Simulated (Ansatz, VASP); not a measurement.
**Two plane-wave programs on Pd**

```
CELL_PARAMETERS angstrom
4.48904 0.00000 0.00000
-2.24452 3.88762 0.00000
0.00000 0.00000 2.69311
ATOMIC_POSITIONS crystal
Pd 0.00000 0.00000 0.00000
Pd 0.33333 0.66667 0.50000
Pd 0.66667 0.33333 0.50000
```

Alike in both runs: functional PBE; k mesh 6 × 6 × 6; occupations gaussian, width 0.1 eV; no spin polarisation.

Ansatz relaxed the structure, and its values are those at the end. VASP's run is a single point on that final structure, the one shown.

|  | VASP | Ansatz |
| --- | --- | --- |
| version | VASP 6.6.1 | Ansatz 0.2.0 |
| potentials or method | VASP PAW PBE potentials, release 64 (Pd), cutoff 520 eV | scalar-relativistic, plane waves, PAW |
| valence electrons in the cell | 30 | 54 |

Ansatz gave:

```
gap on the k mesh at the Fermi level (eV) : none
pressure (GPa)                            : 0.0
```

What did VASP give for the same quantities?

gap on the k mesh at the Fermi level (eV): none; pressure (GPa): -0.3.

A gap of «none» marks a metal or a gap that the smearing closes. With one functional, cell and mesh, what is left measures potentials, basis and numerics. VASP's potentials hold 30 valence electrons a cell and Ansatz's 54, so a difference there can come from the potentials and not from the codes.

The k mesh is coarse, so the values compare programs but aren't converged.
